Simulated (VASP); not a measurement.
Runs of VASP 6.6.1 on IrO. The structure is that of space group F-43m (No. 216), or close to it. The cells are those of the table. 

```csv
task,potentials or basis,cell,k mesh,cutoff (eV),second run,gap on the mesh (eV),pressure (GPa)
relaxation of cell and atoms,"VASP PAW PBE potentials, release 64 (Ir, O)","relaxed from a = 3.081 Å, angles 60.0°, 2 atoms",8 × 8 × 8,600,-,none,0.2
single point,"VASP PAW PBE potentials, release 64 (Ir_sv_GW, O)","a = 3.373 Å, angles 60.0°, 2 atoms",16 × 16 × 16,600,valence_matched,none,-0.5
single point,"VASP PAW PBE potentials, release 64 (Ir, O)","a = 3.439 Å, angles 60.0°, 2 atoms",16 × 16 × 16,520,-,none,-8.3
single point,"VASP PAW PBE potentials, release 64 (Ir, O)","a = 3.502 Å, angles 60.0°, 2 atoms",16 × 16 × 16,520,-,none,(a)
single point,"VASP PAW PBE potentials, release 64 (Ir, O)","a = 3.584 Å, angles 60.0°, 2 atoms",16 × 16 × 16,520,-,none,-20.5
single point,"VASP PAW PBE potentials, release 64 (Ir, O)","a = 3.373 Å, angles 60.0°, 2 atoms",16 × 16 × 16,520,-,none,1.1
single point,"VASP PAW PBE potentials, release 64 (Ir_sv_GW, O)","a = 3.373 Å, angles 60.0°, 2 atoms",8 × 8 × 8,600,valence_matched,none,-0.5
single point,"VASP PAW PBE potentials, release 64 (Ir, O)","a = 3.373 Å, angles 60.0°, 2 atoms",8 × 8 × 8,520,-,none,1.1
```

Alike in all rows: level PBE; no spin polarisation; smearing gaussian 0.1 eV.

Problem. Fill in the values left out.

Solution. (a) -14.8.

Caveats: spin-orbit coupling is left out, which moves the levels of the heavy elements; an odd number of electrons without spin polarisation forces a metal; a magnetic or distorted state may lie lower.

A k mesh can miss the band edges, and the runs leave out spin-orbit coupling on Ir.

A gap of «none» marks levels without a gap at the run's occupations.

The runs don't all hold the same shells in valence.
